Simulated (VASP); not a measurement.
# WS (Fm-3m) in VASP: further runs, part 2 of 2

VASP 6.6.1. Earlier steps stand in the parts before.

**3. Single point, PBE+U**

This run uses another cell than the first one, of 19.79 Å³/atom, 1.211 times its volume.

The input, INCAR:

```
PREC     = Accurate       # precision mode
ENCUT    = 520            # plane-wave cutoff, eV
EDIFF    = 1E-7           # SCF threshold, eV
ISMEAR   = 0              # smearing method
SIGMA    = 0.1            # smearing width, eV
LREAL    = F              # projectors in reciprocal space
LASPH    = T              # aspherical terms in the spheres
NELM     = 150            # most SCF steps
ALGO     = Normal         # electronic algorithm
ISIF     = 2              # what is computed and relaxed
LWAVE    = F              # write WAVECAR
LCHARG   = F              # write CHGCAR
LMAXMIX  = 4              # l up to which the mixer works
LDAU     = T              # DFT+U
LDAUTYPE = 2            
LDAUL    = 2 -1           # shell
LDAUU    = 6.2 0          # U, eV
LDAUJ    = 0 0          
LDAUPRINT= 1            
GGA      = PE             # functional
NBANDS   = 17             # bands
```

The input, KPOINTS:

```
regular mesh
0
Gamma
  14 14 14
```

The input, POSCAR:

```
WS
1.0
    0.0000000000      2.7049240099      2.7049240099
    2.7049240099      0.0000000000      2.7049240099
    2.7049240099      2.7049240099      0.0000000000
W S
1 1
Direct
    0.0000000000      0.0000000000      0.0000000000
    0.5000000000      0.5000000000      0.5000000000
```

Potentials or basis: VASP PAW PBE potentials, release 64 (W_sv, S).

The run is started by

```bash
$ cat potpaw_PBE.64/W_sv/POTCAR potpaw_PBE.64/S/POTCAR > POTCAR
$ mpirun -np 1 vasp_std > vasp.out
```

OUTCAR:

```text
PREC = Accurate
   ENCUT = 520
   EDIFF = 1E-7
   ISMEAR = 0
   LREAL = F
   LASPH = T
   NELM = 150
   ISIF = 2
   GGA = PE

 ion  position               nearest neighbor table
   1  0.000  0.000  0.000-   2 2.70   2 2.70   2 2.70   2 2.70   2 2.70   2 2.70
   2  0.500  0.500  0.500-   1 2.70   1 2.70   1 2.70   1 2.70   1 2.70   1 2.70

  LATTYP: Found a face centered cubic cell.
 ALAT       =     5.4098480198

  Lattice vectors:

 A1 = (   0.0000000000,   2.7049240099,   2.7049240099)
 A2 = (   2.7049240099,   0.0000000000,   2.7049240099)
 A3 = (   2.7049240099,   2.7049240099,   0.0000000000)

Analysis of symmetry for initial positions (statically):
=====================================================================
 Subroutine PRICEL returns:
 Original cell was already a primitive cell.

 Routine SETGRP: Setting up the symmetry group for a
 face centered cubic supercell.

 Subroutine GETGRP returns: Found 48 space group operations
 (whereof 48 operations were pure point group operations)
 out of a pool of 48 trial point group operations.

The static configuration has the point symmetry O_h .

Analysis of symmetry for dynamics (positions and initial velocities):
=====================================================================
 Subroutine PRICEL returns:
 Original cell was already a primitive cell.

 Routine SETGRP: Setting up the symmetry group for a
 face centered cubic supercell.

 Subroutine GETGRP returns: Found 48 space group operations
 (whereof 48 operations were pure point group operations)
 out of a pool of 48 trial point group operations.

The dynamic configuration has the point symmetry O_h .

 Subroutine INISYM returns: Found 48 space group operations
 (whereof 48 operations are pure point group operations),
 and found     1 'primitive' translations

----------------------------------------------------------------------------------------

                                     Primitive cell

  volume of cell :      39.5818

  direct lattice vectors                    reciprocal lattice vectors
     0.000000000  2.704924010  2.704924010    -0.184848076  0.184848076  0.184848076
     2.704924010  0.000000000  2.704924010     0.184848076 -0.184848076  0.184848076
     2.704924010  2.704924010  0.000000000     0.184848076  0.184848076 -0.184848076

  length of vectors
     3.825340220  3.825340220  3.825340220     0.320166260  0.320166260  0.320166260

  position of ions in fractional coordinates (direct lattice)
     0.000000000  0.000000000  0.000000000
     0.500000000  0.500000000  0.500000000

  ion indices of the primitive-cell ions
   primitive index   ion index
                 1           1
                 2           2

----------------------------------------------------------------------------------------

 KPOINTS: regular mesh

Automatic generation of k-mesh.
 Grid dimensions read from file:
[... 77 lines left out ...]
   NUPDOWN=      -1.0000    fix difference up-down
   EMIN   =  10.00;   EMAX   =-10.00  energy-range for DOS
   EFERMI =   0.00;   METHOD = LEGACY
   ISMEAR =     0;   SIGMA  =   0.10  broadening in eV -4-tet -1-fermi 0-gaus
   EFERMI_NEDOS =   21; number of points for ismear=-14 and -15
   IALGO  =     38    algorithm
   IMIX   =      4    mixing-type and parameters
     AMIX     =   0.40;   BMIX     =  1.00
     AMIX_MAG =   1.60;   BMIX_MAG =  1.00
  volume/ion in A,a.u.               =      19.79       133.56
  Fermi-wavevector in a.u.,A,eV,Ry     =   1.303926  2.464064 23.132954  1.700224
  Thomas-Fermi vector in A             =   2.434896
   LORBIT       =      0    0 simple, 1 ext, 2 COOP (PROOUT), +10 PAW based schemes
 LDA+U is selected, type is set to LDAUTYPE =  2
   angular momentum for each species LDAUL =     2   -1
   U (eV)           for each species LDAUU =   6.2  0.0
   J (eV)           for each species LDAUJ =   0.0  0.0
   GGA     = PE    functional components
   LHFCALC =     F    Hartree Fock is set to
   AEXX    =    0.0000 exact exchange contribution
   IVDW    =     0    specifies the selected vdW correction
   LEPSILON=     F    determine dielectric tensor
   LRPA    =     F    only Hartree local field effects (RPA)
 non-spin polarized calculation
 Gauss-broadening in eV      SIGMA  =   0.10
  energy-cutoff  :      520.00
  volume of cell :       39.58
 maximum number of plane-waves:      1090
   NGX = 15   NGY = 15   NGZ = 15

atom =   1  type =  1  l = 2

 onsite density matrix

spin component  1

  0.4604  0.0000 -0.0000  0.0000 -0.0000
  0.0000  0.4604 -0.0000  0.0000  0.0000
 -0.0000 -0.0000  0.1168  0.0000 -0.0000
  0.0000  0.0000  0.0000  0.4604 -0.0000
 -0.0000  0.0000 -0.0000 -0.0000  0.1168

spin component  2

  0.4604  0.0000 -0.0000  0.0000 -0.0000
  0.0000  0.4604 -0.0000  0.0000  0.0000
 -0.0000 -0.0000  0.1168  0.0000 -0.0000
  0.0000  0.0000  0.0000  0.4604 -0.0000
 -0.0000  0.0000 -0.0000 -0.0000  0.1168

 occupancies and eigenvectors

  o =  0.1168  v =  0.0000  0.0000  1.0000  0.0000 -0.0001  0.0000  0.0000  0.0000  0.0000  0.0000      0.0000  0.0000  0.0000  0.0000  0.0000  0.0000  0.0000  0.0000  0.0000  0.0000
  o =  0.1168  v =  0.0000  0.0000  0.0000  0.0000  0.0000  0.0000  0.0000  1.0000  0.0000 -0.0001      0.0000  0.0000  0.0000  0.0000  0.0000  0.0000  0.0000  0.0000  0.0000  0.0000
  o =  0.1168  v =  0.0000 -0.0000  0.0001  0.0000  1.0000  0.0000  0.0000  0.0000  0.0000  0.0000      0.0000  0.0000  0.0000  0.0000  0.0000  0.0000  0.0000  0.0000  0.0000  0.0000
  o =  0.1168  v =  0.0000  0.0000  0.0000  0.0000  0.0000  0.0000 -0.0000  0.0001  0.0000  1.0000      0.0000  0.0000  0.0000  0.0000  0.0000  0.0000  0.0000  0.0000  0.0000  0.0000
  o =  0.4604  v =  0.0000  0.0000  0.0000  0.0000  0.0000  1.0000  0.0000  0.0000  0.0000  0.0000      0.0000  0.0000  0.0000  0.0000  0.0000  0.0000  0.0000  0.0000  0.0000  0.0000
  o =  0.4604  v =  1.0000  0.0000  0.0000  0.0000  0.0000  0.0000  0.0000  0.0000  0.0000  0.0000      0.0000  0.0000  0.0000  0.0000  0.0000  0.0000  0.0000  0.0000  0.0000  0.0000
  o =  0.4604  v =  0.0000 -0.9449  0.0000 -0.3272 -0.0000  0.0000  0.0000  0.0000  0.0000  0.0000      0.0000  0.0000  0.0000  0.0000  0.0000  0.0000  0.0000  0.0000  0.0000  0.0000
  o =  0.4604  v =  0.0000  0.0000  0.0000  0.0000  0.0000  0.0000 -0.9449  0.0000 -0.3272 -0.0000      0.0000  0.0000  0.0000  0.0000  0.0000  0.0000  0.0000  0.0000  0.0000  0.0000
  o =  0.4604  v =  0.0000  0.0000  0.0000  0.0000  0.0000  0.0000 -0.3272 -0.0000  0.9449 -0.0000      0.0000  0.0000  0.0000  0.0000  0.0000  0.0000  0.0000  0.0000  0.0000  0.0000
  o =  0.4604  v =  0.0000 -0.3272 -0.0000  0.9449 -0.0000  0.0000  0.0000  0.0000  0.0000  0.0000      0.0000  0.0000  0.0000  0.0000  0.0000  0.0000  0.0000  0.0000  0.0000  0.0000

 number of electron      20.0000002 magnetization

 Free energy of the ion-electron system (eV)
  ---------------------------------------------------
  ext. energy  EPLUGINS =         0.00000000
  ---------------------------------------------------
  free energy    TOTEN  =        -8.01308447 eV

  energy without entropy =       -7.98893962  energy(sigma->0) =       -8.00101204

 E-fermi :   8.0384     XC(G=0): -11.1643

 val. band max:        8.0304226061   @ k =   0.0714   0.0714   0.0000
 cond. band min:       8.0441965117   @ k =  -0.2857   0.2143   0.0714
 fundamental gap:      0.0137739056
 Fermi energy:         8.0383937591

 k-point     1 :       0.0000    0.0000    0.0000
  band No.  band energies     occupation
      1     -67.4784      2.00000
      2     -31.5877      2.00000
      3     -31.5877      2.00000
      4     -31.5877      2.00000
      5      -7.3396      2.00000
      6       4.8906      2.00000
[... 457 lines left out ...]
      4     -31.5938      2.00000
      5      -6.7036      2.00000
      6       1.9373      2.00000
[... 9 lines left out ...]
     16      16.0462      0.00000
     17      16.3847      0.00000

 [... further k-points ...]
[... 5 lines left out ...]
  --------------------------------------------------------------------------------------
  -------------------------------------------------------------------------------------
  Total       -4.3810726     -4.3810726     -4.3810726      0.0000000      0.0000000     -0.0000000
  in kB     -177.3355589   -177.3355589   -177.3355589      0.0000000      0.0000000     -0.0000000
  external PRESSURE =    -177.3355589 kB  Pullay stress =       0.0000000 kB

 VOLUME and BASIS-vectors are now :
 -----------------------------------------------------------------------------
  energy-cutoff  :      520.00
  volume of cell :       39.58
      direct lattice vectors                 reciprocal lattice vectors
     0.000000000  2.704924010  2.704924010    -0.184848076  0.184848076  0.184848076
     2.704924010  0.000000000  2.704924010     0.184848076 -0.184848076  0.184848076
     2.704924010  2.704924010  0.000000000     0.184848076  0.184848076 -0.184848076

 POSITION                                       TOTAL-FORCE (eV/Angst)
 -----------------------------------------------------------------------------------
      0.00000      0.00000      0.00000         0.000000      0.000000     -0.000000
      2.70492      2.70492      2.70492         0.000000      0.000000      0.000000
 -----------------------------------------------------------------------------------
    total drift:                                0.000000      0.000000      0.000000

  FREE ENERGIE OF THE ION-ELECTRON SYSTEM (eV)
  ---------------------------------------------------
  free  energy   TOTEN  =        -8.0130844662 eV

  energy  without entropy=       -7.9889396229  energy(sigma->0) =       -8.00101204
```

It took 2.3 min on 1 thread of Intel Xeon 6975P-C (Granite Rapids), shared host; peak memory 0.2 GiB.

What came out:

```
Free energy            : -8.0131 eV
Pressure               : -17.7 GPa
Band gap on the k mesh : zero (band 10 reaches 8.45 eV, above the bottom of band 11 at 6.13 eV)
```

Levels at points of the mesh, in eV from the Fermi level:
| k point | band 6 | band 7 | band 8 | band 9 | band 10 | band 11 | band 12 | band 13 | band 14 | band 15 |
| --- | --- | --- | --- | --- | --- | --- | --- | --- | --- | --- |
| (0.00, 0.00, 0.00) | -3.15 | -3.15 | -3.15 | -1.91 | -1.91 | -1.91 | -0.09 | -0.09 | -0.05 | 8.26 |
| (0.50, 0.00, 0.00) | -7.90 | -5.07 | -5.07 | -0.04 | -0.04 | 0.10 | 1.92 | 4.90 | 4.90 | 5.27 |
| (0.50, 0.50, 0.00) | -6.21 | -4.29 | -4.29 | -3.33 | -0.13 | 0.43 | 0.43 | 0.85 | 2.75 | 8.13 |

Eigenvalues of the final occupation matrices:
```
    site  spin  trace               eigenvalues
site 1 d     1   1.61  0.12 0.12 0.46 0.46 0.46
site 1 d     2   1.61  0.12 0.12 0.46 0.46 0.46
```

Caveat: spin-orbit coupling is left out, which moves the levels of the heavy elements; U without spin polarisation on a metal has little footing.
